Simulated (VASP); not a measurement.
Here is a VASP 6.6.1 calculation.

The input POSCAR:

```
InAs
1.0
    0.0000000000      2.9918842175      2.9918842175
    2.9918842175      0.0000000000      2.9918842175
    2.9918842175      2.9918842175      0.0000000000
In As
1 1
Direct
    0.0000000000      0.0000000000      0.0000000000
    0.2500000000      0.2500000000      0.2500000000
```

File INCAR.step1:

```
SYSTEM = InAs
PREC = Accurate
ENCUT = 520
ISMEAR = 0
SIGMA = 0.01
LREAL = .False.
LASPH = .True.
NELM = 100
NBANDS = 16
GGA = PE
ALGO = Normal
EDIFF = 1E-4
LWAVE = .True.
LCHARG = .False.
```

INCAR.step2

```
SYSTEM = InAs
PREC = Accurate
ENCUT = 520
EDIFF = 1E-6
ISMEAR = 0
SIGMA = 0.01
LREAL = .False.
LASPH = .True.
NELM = 100
ALGO = Normal
ISIF = 2
LWAVE = .False.
LCHARG = .True.
METAGGA = R2SCAN
LMIXTAU = .True.
LELF = .True.
LVHAR = .True.
NBANDS = 16
ISTART = 1
```

KPOINTS

```
Automatic mesh
0
Gamma
  10 10 10
  0 0 0
```

Potentials or basis: VASP PAW PBE potentials, release 64 (In_d, As).

Run with:

```bash
$ cat potpaw_PBE.64/In_d/POTCAR potpaw_PBE.64/As/POTCAR > POTCAR
$ cp INCAR.step1 INCAR
$ mpirun -np 1 vasp_std > vasp.out
$ cp INCAR.step2 INCAR
$ mpirun -np 1 vasp_std > vasp.out
```

(1) Predict the band gap on the k mesh.

(2) Estimate the pressure.

## Answers

(1) 0.43 eV, direct.

(2) 4.1 GPa.

Caveat: the PAW data sets were made with another functional, which shifts forces and pressure a little; spin-orbit coupling is left out, which moves the levels of the heavy elements.
